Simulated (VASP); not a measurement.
Here is a VASP 6.6.1 calculation.

Contents of POSCAR:

```
KCl
1.0
    0.0000000000      3.1448483123      3.1448483123
    3.1448483123      0.0000000000      3.1448483123
    3.1448483123      3.1448483123      0.0000000000
K Cl
1 1
Direct
    0.0000000000      0.0000000000      0.0000000000
    0.5000000000      0.5000000000      0.5000000000
```

INCAR.step1

```
  ALGO = Normal
  EDIFF = 1E-8
  ENCUT = 500
  GGA = PE
  ISMEAR = 0
  LASPH = T
  LCHARG = F
  LREAL = F
  LWAVE = T
  NELM = 80
  PREC = Accurate
  SIGMA = 0.01
```

The input INCAR.step2:

```
  ALGO = Exact
  EDIFF = 1E-8
  ENCUT = 500
  GGA = PE
  ISMEAR = 0
  ISTART = 1
  LASPH = T
  LCHARG = F
  LOPTICS = T
  LREAL = F
  LWAVE = T
  NBANDS = 267
  NELM = 1
  PREC = Accurate
  SIGMA = 0.01
```

File INCAR.step3:

```
  ALGO = EVGW0
  EDIFF = 1E-8
  ENCUT = 500
  ENCUTGW = 150.0
  GGA = PE
  ISMEAR = 0
  ISTART = 1
  LASPH = T
  LCHARG = F
  LREAL = F
  LWAVE = F
  NBANDS = 267
  NBANDSGW = 16
  NELMGW = 1
  NOMEGA = 96
  OMEGAMAX = 20
  PREC = Accurate
  PRECFOCK = Fast
  SIGMA = 0.01
```

KPOINTS

```
k-points
0
Gamma
  4 4 4
```

Potentials or basis: VASP PAW PBE potentials, release 64 (K_sv_GW, Cl_GW).

Launch:

```bash
$ cat potpaw_PBE.64/K_sv_GW/POTCAR potpaw_PBE.64/Cl_GW/POTCAR > POTCAR
$ cp INCAR.step1 INCAR
$ mpirun -np 1 vasp_std > vasp.out
$ cp INCAR.step2 INCAR
$ mpirun -np 1 vasp_std > vasp.out
$ cp INCAR.step3 INCAR
$ mpirun -np 1 vasp_std > vasp.out
```

(1) Predict the quasiparticle gap.

(2) What does it give for the least direct quasiparticle gap?

(3) Estimate the band gap of the starting levels on the mesh.

## Answers

(1) 7.99 eV.

(2) 7.99 eV.

(3) 5.19 eV.

Caveat: the k points lie up to 0.43 Å⁻¹ apart; bands, screening cutoff and mesh are small and nothing is extrapolated, so the quasiparticle values aren't converged.
